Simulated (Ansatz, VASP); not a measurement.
# GaSb: VASP beside Ansatz

```xyz
2
Lattice="-1.5168 2.4116 3.0144 1.5168 -2.4116 3.0144 1.5168 2.4116 -3.0144" Properties=species:S:1:pos:R:3 pbc="T T T"
Ga    0.0000    0.0000    0.0000
Sb    0.0000    0.0000    3.0144
```

Change from the starting cell: strain +e along x and -e along y +0.0000, strain +e along z and -e/2 along x and y +0.0750.

Alike in both runs: task single point; functional LDA; k mesh 16 × 16 × 16; occupations gaussian, width 0.15 eV; no spin polarisation.

|  | VASP | Ansatz |
| --- | --- | --- |
| version | VASP 6.6.1 | Ansatz 0.2.0 |
| potentials or method | VASP PAW LDA potentials, release 64 (Ga_d, Sb), cutoff 520 eV | scalar-relativistic, plane waves, PAW |
| valence electrons in the cell | 18 | 28 |

VASP gave:

```
gap on the k mesh at the Fermi level (eV)                     : none
pressure (GPa)                                                : 2.2
traceless stress, the component that is largest in VASP (GPa) : -10.04
```

**Question.** Estimate Ansatz's values.

**Answer.** gap on the k mesh at the Fermi level (eV): none; pressure (GPa): 2.1; traceless stress, the component that is largest in VASP (GPa): -9.87.

Ansatz warns that its potentials were made for another functional, while VASP's fit it. LDA's correlation is that of Perdew and Zunger in VASP and of Perdew and Wang (1992) in Ansatz. A gap of «none» marks a metal or a gap that the smearing closes. VASP's potentials hold 18 valence electrons a cell and Ansatz's 28, so a difference there can come from the potentials and not from the codes.

Spin-orbit coupling is off throughout.
